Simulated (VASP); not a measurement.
# CdF2 (Fm-3m) in VASP: notebook

Aim: see how the results for CdF2 move with the level of theory and the settings. Levels: r2SCAN, PBE. Tasks: single point.

Program: VASP 6.6.1. These are calculated values, not measurements. Logs are shortened: lines on timing, memory, paths and dates and some standing lists are left out, and cuts for length are marked.

## Step 1: The cell of the first run

The structure is cubic, space group Fm-3m (No. 225). The conventional cell has a = 5.442 Å, b = 5.442 Å, c = 5.442 Å, α = 90.00°, β = 90.00°, γ = 90.00°. Cd (site symmetry m-3m) has 8 F at 2.36 Å within 3.1 Å. F (site symmetry -43m) has 4 Cd at 2.36 Å and 6 F at 2.72 Å within 3.1 Å.

## Step 2: Single point, r2SCAN (volume changed by +3%)

File POSCAR:

```
CdF2
1.0
    0.0000000000      2.7208544397      2.7208544397
    2.7208544397      0.0000000000      2.7208544397
    2.7208544397      2.7208544397      0.0000000000
Cd F
1 2
Direct
    0.0000000000      0.0000000000      0.0000000000
    0.2500000000      0.2500000000      0.2500000000
    0.7500000000      0.7500000000      0.7500000000
```

File INCAR.step1:

```
PREC = Accurate
ENCUT = 660
ISMEAR = 0
SIGMA = 0.01
LREAL = False
LASPH = True
NELM = 120
NBANDS = 24
GGA = PE
ALGO = Normal
EDIFF = 1E-5
LWAVE = True
LCHARG = False
GGA_COMPAT = False
```

File INCAR.step2:

```
PREC = Accurate
ENCUT = 660
EDIFF = 1E-6
ISMEAR = 0
SIGMA = 0.01
LREAL = False
LASPH = True
NELM = 120
ALGO = Normal
ISIF = 2
LWAVE = False
LCHARG = False
METAGGA = R2SCAN
LMIXTAU = True
NBANDS = 24
ISTART = 1
GGA_COMPAT = False
```

File KPOINTS:

```
regular mesh
0
Gamma
  6 6 6
```

Potentials or basis: VASP PAW PBE potentials, release 64 (Cd_sv_GW, F).

Started as:

```bash
cat potpaw_PBE.64/Cd_sv_GW/POTCAR potpaw_PBE.64/F/POTCAR > POTCAR
cp INCAR.step1 INCAR
mpirun -np 1 vasp_std > vasp.out
cp INCAR.step2 INCAR
mpirun -np 1 vasp_std > vasp.out
```

OUTCAR:

```text
PREC = Accurate
   ENCUT = 660
   EDIFF = 1E-6
   ISMEAR = 0
   LREAL = False
   LASPH = True
   NELM = 120
   ISIF = 2
   METAGGA = R2SCAN
   ISTART = 1

 ion  position               nearest neighbor table
   1  0.000  0.000  0.000-
   2  0.250  0.250  0.250-
   3  0.750  0.750  0.750-

  LATTYP: Found a face centered cubic cell.
 ALAT       =     5.4417088794

  Lattice vectors:

 A1 = (   0.0000000000,   2.7208544397,   2.7208544397)
 A2 = (   2.7208544397,   0.0000000000,   2.7208544397)
 A3 = (   2.7208544397,   2.7208544397,   0.0000000000)

Analysis of symmetry for initial positions (statically):
=====================================================================
 Subroutine PRICEL returns:
 Original cell was already a primitive cell.

 Routine SETGRP: Setting up the symmetry group for a
 face centered cubic supercell.

 Subroutine GETGRP returns: Found 48 space group operations
 (whereof 48 operations were pure point group operations)
 out of a pool of 48 trial point group operations.

The static configuration has the point symmetry O_h .

Analysis of symmetry for dynamics (positions and initial velocities):
=====================================================================
 Subroutine PRICEL returns:
 Original cell was already a primitive cell.

 Routine SETGRP: Setting up the symmetry group for a
 face centered cubic supercell.

 Subroutine GETGRP returns: Found 48 space group operations
 (whereof 48 operations were pure point group operations)
 out of a pool of 48 trial point group operations.

The dynamic configuration has the point symmetry O_h .

 Subroutine INISYM returns: Found 48 space group operations
 (whereof 48 operations are pure point group operations),
 and found     1 'primitive' translations

----------------------------------------------------------------------------------------

                                     Primitive cell

  volume of cell :      40.2852

  direct lattice vectors                    reciprocal lattice vectors
     0.000000000  2.720854440  2.720854440    -0.183765803  0.183765803  0.183765803
[... 71 lines left out ...]
   ISTART =      1    job   : 0-new  1-cont  2-samecut
   ICHARG =      0    charge: 1-file 2-atom 10-const
   ISPIN  =      1    spin polarized calculation?
   LNONCOLLINEAR =      F non collinear calculations
   LSORBIT =      F    spin-orbit coupling
   LASPH  =      T    aspherical Exc in radial PAW
   ENCUT  =  660.0 eV  48.51 Ry    6.96 a.u.   8.06  8.06  8.06*2*pi/ulx,y,z
   NELM   =    120;   NELMIN=  2; NELMDL=  0     # of ELM steps
   EDIFF  = 0.1E-05   stopping-criterion for ELM
   LREAL  =      F    real-space projection
   EDIFFG = 0.1E-04   stopping-criterion for IOM
   NSW    =      0    number of steps for IOM
   IBRION =     -1    ionic relax: 0-MD 1-quasi-New 2-CG
   NFREE  =      0    steps in history (QN), initial steepest desc. (CG)
   ISIF   =      2    stress and relaxation
   ISYM   =      2    0-nonsym 1-usesym 2-fastsym
   POTIM  = 0.5000    time-step for ionic-motion
   TEBEG  =    0.0;   TEEND  =   0.0 temperature during run
   PSTRESS=    0.0 pullay stress
   NELECT =      34.0000    total number of electrons
   NUPDOWN=      -1.0000    fix difference up-down
   EMIN   =  10.00;   EMAX   =-10.00  energy-range for DOS
   EFERMI =   0.00;   METHOD = LEGACY
   ISMEAR =     0;   SIGMA  =   0.01  broadening in eV -4-tet -1-fermi 0-gaus
   EFERMI_NEDOS =   21; number of points for ismear=-14 and -15
   IALGO  =     38    algorithm
   IMIX   =      4    mixing-type and parameters
     AMIX     =   0.40;   BMIX     =  1.00
     AMIX_MAG =   1.60;   BMIX_MAG =  1.00
  volume/ion in A,a.u.               =      13.43        90.62
  Fermi-wavevector in a.u.,A,eV,Ry     =   1.547103  2.923600 32.565912  2.393527
  Thomas-Fermi vector in A             =   2.652244
   LORBIT       =      0    0 simple, 1 ext, 2 COOP (PROOUT), +10 PAW based schemes
   METAGGA = R2SCAN    functional components
   LHFCALC =     F    Hartree Fock is set to
   AEXX    =    0.0000 exact exchange contribution
   IVDW    =     0    specifies the selected vdW correction
   LEPSILON=     F    determine dielectric tensor
   LRPA    =     F    only Hartree local field effects (RPA)
 non-spin polarized calculation
 Gauss-broadening in eV      SIGMA  =   0.01
  energy-cutoff  :      660.00
  volume of cell :       40.29
 maximum number of plane-waves:      1572
   NGX = 17   NGY = 17   NGZ = 17

 number of electron      33.9999998 magnetization

 Free energy of the ion-electron system (eV)
  ---------------------------------------------------
  ext. energy  EPLUGINS =         0.00000000
  ---------------------------------------------------
  free energy    TOTEN  =       -33.83255626 eV

  energy without entropy =      -33.83255626  energy(sigma->0) =      -33.83255626

 E-fermi :  -0.0132     XC(G=0): -11.0311

 val. band max:       -0.2161909632   @ k =  -0.3333   0.5000   0.1667
 cond. band min:       3.4801799596   @ k =   0.0000   0.0000   0.0000
 fundamental gap:      3.6963709228
 Fermi energy:        -0.0132358909

 k-point     1 :       0.0000    0.0000    0.0000
  band No.  band energies     occupation
      1    -101.2500      2.00000
      2     -61.4445      2.00000
      3     -61.4445      2.00000
      4     -61.4445      2.00000
      5     -21.9613      2.00000
      6     -20.9787      2.00000
[... 421 lines left out ...]
     23      20.6047      0.00000
     24      21.2039      0.00000

------------------------ aborting loop because EDIFF is reached ----------------------------------------

  FORCE on cell =-STRESS in cart. coord.  units (eV):
  Direction    XX          YY          ZZ          XY          YZ          ZX
  --------------------------------------------------------------------------------------
  -------------------------------------------------------------------------------------
  Total       -0.9130998     -0.9130998     -0.9130998     -0.0000000     -0.0000000     -0.0000000
  in kB      -36.3147372    -36.3147372    -36.3147372     -0.0000000     -0.0000000     -0.0000000
  external PRESSURE =     -36.3147372 kB  Pullay stress =       0.0000000 kB

 VOLUME and BASIS-vectors are now :
 -----------------------------------------------------------------------------
  energy-cutoff  :      660.00
  volume of cell :       40.29
      direct lattice vectors                 reciprocal lattice vectors
     0.000000000  2.720854440  2.720854440    -0.183765803  0.183765803  0.183765803
     2.720854440  0.000000000  2.720854440     0.183765803 -0.183765803  0.183765803
     2.720854440  2.720854440  0.000000000     0.183765803  0.183765803 -0.183765803

 POSITION                                       TOTAL-FORCE (eV/Angst)
 -----------------------------------------------------------------------------------
      0.00000      0.00000      0.00000        -0.000000     -0.000000     -0.000000
      1.36043      1.36043      1.36043         0.000000      0.000000      0.000000
      4.08128      4.08128      4.08128        -0.000000     -0.000000     -0.000000
 -----------------------------------------------------------------------------------
    total drift:                                0.000000     -0.000000      0.000000

  FREE ENERGIE OF THE ION-ELECTRON SYSTEM (eV)
  ---------------------------------------------------
  free  energy   TOTEN  =       -33.8325562636 eV

  energy  without entropy=      -33.8325562636  energy(sigma->0) =      -33.83255626
```

Wall time 30 s (1 thread of Intel Xeon 6975P-C (Granite Rapids), shared host); peak memory 0.2 GiB.

What came out:

* Free energy: -33.8326 eV
* Pressure: -3.6 GPa
* Band gap on the k mesh: 3.70 eV, indirect (least direct gap 4.23 eV)

Caveat: the PAW data sets were made with another functional, which shifts forces and pressure a little. A k mesh can miss the band edges.

## Step 3: Single point, PBE (volume changed by -3%)

File INCAR:

```
SYSTEM = CdF2
PREC = Accurate
ENCUT = 600
EDIFF = 1E-6
ISMEAR = 0
SIGMA = 0.01
LREAL = .False.
LASPH = .True.
NELM = 120
ALGO = Normal
ISIF = 2
LWAVE = .False.
LCHARG = .False.
GGA = PE
NBANDS = 24
GGA_COMPAT = .False.
```

File KPOINTS:

```
regular mesh
0
Gamma
  6 6 6
  0 0 0
```

File POSCAR:

```
CdF2
1.0
    0.0000000000      2.7127368561      2.7127368561
    2.7127368561      0.0000000000      2.7127368561
    2.7127368561      2.7127368561      0.0000000000
Cd F
1 2
Direct
    0.0000000000      0.0000000000      0.0000000000
    0.2500000000      0.2500000000      0.2500000000
    0.7500000000      0.7500000000      0.7500000000
```

Potentials or basis: VASP PAW PBE potentials, release 64 (Cd_sv_GW, F).

Started as:

```bash
cat potpaw_PBE.64/Cd_sv_GW/POTCAR potpaw_PBE.64/F/POTCAR > POTCAR
mpirun -np 1 vasp_std > vasp.out
```

OUTCAR:

```text
SYSTEM = CdF2
   PREC = Accurate
   ENCUT = 600
   EDIFF = 1E-6
   ISMEAR = 0
   LREAL = .False.
   LASPH = .True.
   NELM = 120
   ISIF = 2
   GGA = PE

 ion  position               nearest neighbor table
   1  0.000  0.000  0.000-
   2  0.250  0.250  0.250-
   3  0.750  0.750  0.750-

  LATTYP: Found a face centered cubic cell.
 ALAT       =     5.4254737122

  Lattice vectors:

 A1 = (   0.0000000000,   2.7127368561,   2.7127368561)
 A2 = (   2.7127368561,   0.0000000000,   2.7127368561)
 A3 = (   2.7127368561,   2.7127368561,   0.0000000000)

Analysis of symmetry for initial positions (statically):
=====================================================================
 Subroutine PRICEL returns:
 Original cell was already a primitive cell.

 Routine SETGRP: Setting up the symmetry group for a
 face centered cubic supercell.

 Subroutine GETGRP returns: Found 48 space group operations
 (whereof 48 operations were pure point group operations)
 out of a pool of 48 trial point group operations.

The static configuration has the point symmetry O_h .

Analysis of symmetry for dynamics (positions and initial velocities):
[... 150 lines left out ...]

  energy without entropy =      -10.99761085  energy(sigma->0) =      -10.99761085

 E-fermi :   0.6671     XC(G=0): -10.4388

 val. band max:        0.4317958457   @ k =  -0.3333   0.5000   0.1667
 cond. band min:       3.4630106923   @ k =   0.0000   0.0000   0.0000
 fundamental gap:      3.0312148466
 Fermi energy:         0.6670815289

 k-point     1 :       0.0000    0.0000    0.0000
  band No.  band energies     occupation
      1     -98.0187      2.00000
      2     -59.1157      2.00000
      3     -59.1157      2.00000
      4     -59.1157      2.00000
      5     -20.2368      2.00000
      6     -19.1939      2.00000
[... 421 lines left out ...]
     23      20.4550      0.00000
     24      20.8243      0.00000

------------------------ aborting loop because EDIFF is reached ----------------------------------------

  FORCE on cell =-STRESS in cart. coord.  units (eV):
  Direction    XX          YY          ZZ          XY          YZ          ZX
  --------------------------------------------------------------------------------------
  -------------------------------------------------------------------------------------
  Total        0.5742523      0.5742523      0.5742523      0.0000000      0.0000000     -0.0000000
  in kB       23.0441314     23.0441314     23.0441314      0.0000000      0.0000000     -0.0000000
  external PRESSURE =      23.0441314 kB  Pullay stress =       0.0000000 kB

 VOLUME and BASIS-vectors are now :
 -----------------------------------------------------------------------------
  energy-cutoff  :      600.00
  volume of cell :       39.93
      direct lattice vectors                 reciprocal lattice vectors
     0.000000000  2.712736856  2.712736856    -0.184315703  0.184315703  0.184315703
     2.712736856  0.000000000  2.712736856     0.184315703 -0.184315703  0.184315703
     2.712736856  2.712736856  0.000000000     0.184315703  0.184315703 -0.184315703

 POSITION                                       TOTAL-FORCE (eV/Angst)
 -----------------------------------------------------------------------------------
      0.00000      0.00000      0.00000         0.000000     -0.000000     -0.000000
      1.35637      1.35637      1.35637        -0.000000     -0.000000     -0.000000
      4.06911      4.06911      4.06911         0.000000      0.000000      0.000000
 -----------------------------------------------------------------------------------
    total drift:                                0.000000     -0.000000      0.000000

  FREE ENERGIE OF THE ION-ELECTRON SYSTEM (eV)
  ---------------------------------------------------
  free  energy   TOTEN  =       -10.9976108459 eV

  energy  without entropy=      -10.9976108459  energy(sigma->0) =      -10.99761085
```

Run time: 18 s. Hardware: 1 thread of AMD EPYC 7R13 (Zen 3), shared host; peak memory 0.16 GiB.

Results:

| Item | Value |
| --- | --- |
| Free energy | -10.9976 eV |
| Pressure | 2.3 GPa |
| Band gap on the k mesh | 3.03 eV, indirect (least direct gap 3.54 eV) |

Levels at points of the mesh, in eV from the valence-band top:
| k point | band 14 | band 15 | band 16 | band 17 | band 18 | band 19 | band 20 | band 21 |
| --- | --- | --- | --- | --- | --- | --- | --- | --- |
| (0.00, 0.00, 0.00) | -0.91 | -0.51 | -0.51 | -0.51 | 3.03 | 12.62 | 12.62 | 12.62 |
| (0.50, 0.00, 0.00) | -1.74 | -1.74 | -0.39 | -0.39 | 7.05 | 9.11 | 14.35 | 14.35 |
| (0.50, 0.50, 0.00) | -2.83 | -0.45 | -0.07 | -0.07 | 7.87 | 9.58 | 11.91 | 14.12 |

 A k mesh can miss the band edges.
